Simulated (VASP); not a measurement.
Runs of VASP 6.6.1 on Sc3InC. The structure is that of space group Pm-3m (No. 221), or close to it. The cells are those of the table. 

| cell | gap on the mesh (eV) | pressure (GPa) |
| --- | --- | --- |
| a = 4.426 Å, 5 atoms | none | (a) |
| a = 4.510 Å, 5 atoms | none | -3.4 |
| a = 4.591 Å, 5 atoms | none | -8.1 |
| a = 4.630 Å, 5 atoms | none | -10.0 |
| a = 4.468 Å, 5 atoms | none | (b) |
| a = 4.669 Å, 5 atoms | none | -11.6 |
| a = 4.551 Å, 5 atoms | none | -5.9 |

Alike in all rows: task single point; level LDA; potentials or basis VASP PAW LDA potentials, release 64 (Sc_sv, In_d, C); no spin polarisation; k mesh 5 × 5 × 5; cutoff (eV) 520; smearing fermi-dirac 0.01 eV.

**Question.** Fill in the values left out.

**Answer.** (a) 2.8; (b) -0.5.

Caveats: spin-orbit coupling is left out, which moves the levels of the heavy elements.

A k mesh can miss the band edges, and the runs leave out spin-orbit coupling on In.

A gap of «none» marks levels without a gap at the run's occupations.
